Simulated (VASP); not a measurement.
Wanted: the native input for a VASP 6.6.1 run.

```
Task                   : single point
Functional             : PBEsol
Potentials or basis    : VASP PAW PBE potentials, release 64 (Si, Ni)
Cutoff                 : 520 eV
k mesh                 : 18 × 16 × 12
Occupations            : gaussian, width 0.1 eV
Spin                   : no spin polarisation
Dipole correction      : no
Further INCAR settings : ALGO = Fast; EDIFF = 1e-06; NBANDS = 22
```

The structure of SiNi lies in POSCAR:

```
SiNi
1.0
    2.9947885111      0.0000000000      0.0000000000
    0.0000000000      3.2345974111      0.0000000000
    0.0000000000      0.0000000000      4.5322949436
Si Ni
2 2
Direct
    0.5000000000      0.5000000000      0.8444888263
    0.0000000000      0.0000000000      0.1555111737
    0.5000000000      0.5000000000      0.3463752513
    0.0000000000      0.0000000000      0.6536247487
```

This cell differs from its parent crystal: strain along c alone, the other axes held: -3.0 %, then relaxed in part.

One way to write it, as run:

INCAR

```
SYSTEM = SiNi
PREC = Accurate ; ENCUT = 520
EDIFF = 1E-6 ; ISMEAR = 0
SIGMA = 0.1 ; LREAL = .FALSE.
LASPH = .TRUE. ; NELM = 80
ALGO = Fast ; ISIF = 2
LWAVE = .FALSE. ; LCHARG = .FALSE.
GGA = PS ; NBANDS = 22
```

KPOINTS

```
Automatic mesh
0
G
  18 16 12
  0 0 0
```

Potentials or basis: VASP PAW PBE potentials, release 64 (Si, Ni).

Launch:

```sh
$ cat potpaw_PBE.64/Si/POTCAR potpaw_PBE.64/Ni/POTCAR > POTCAR
$ mpirun -np 1 vasp_std > vasp.out
```

Results of the run:

```
Pressure               : 7.9 GPa
Largest force          : 0.008 eV/Å
Band gap on the k mesh : zero (bands 14 and 15 overlap by 2.36 eV)
```

Caveat: the cell differs from its parent crystal (strain along c alone, the other axes held: -3.0 %, then relaxed in part); the stress differs along the axes, from 4 to 16 GPa; the PAW data sets were made with another functional, which shifts forces and pressure a little.

Run time: 9.8 min on 1 thread of Oxide Virtual Turin-like Processor, on a shared host, peak memory 0.55 GiB.
